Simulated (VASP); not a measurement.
Runs of VASP 6.6.1 on MgS. The structure is that of space group F-43m (No. 216), or close to it. The cells are those of the table. 

| cell | gap on the mesh (eV) | pressure (GPa) |
| --- | --- | --- |
| a = 4.085 Å, angles 60.0°, 2 atoms | 2.90 | (b) |
| a = 3.966 Å, angles 60.0°, 2 atoms | 3.34 | -0.8 |
| a = 4.007 Å, angles 60.0°, 2 atoms | (a) | -2.5 |
| a = 3.925 Å, angles 60.0°, 2 atoms | 3.50 | 1.2 |
| a = 4.046 Å, angles 60.0°, 2 atoms | 3.04 | -4.0 |

Alike in all rows: task single point; level LDA; potentials or basis VASP PAW LDA potentials, release 64 (Mg, S); no spin polarisation; k mesh 6 × 6 × 6; cutoff (eV) 600; smearing gaussian 0.01 eV.

Question: Estimate the missing entries.

Answer: (a) 3.18; (b) -5.2.

A k mesh can miss the band edges.
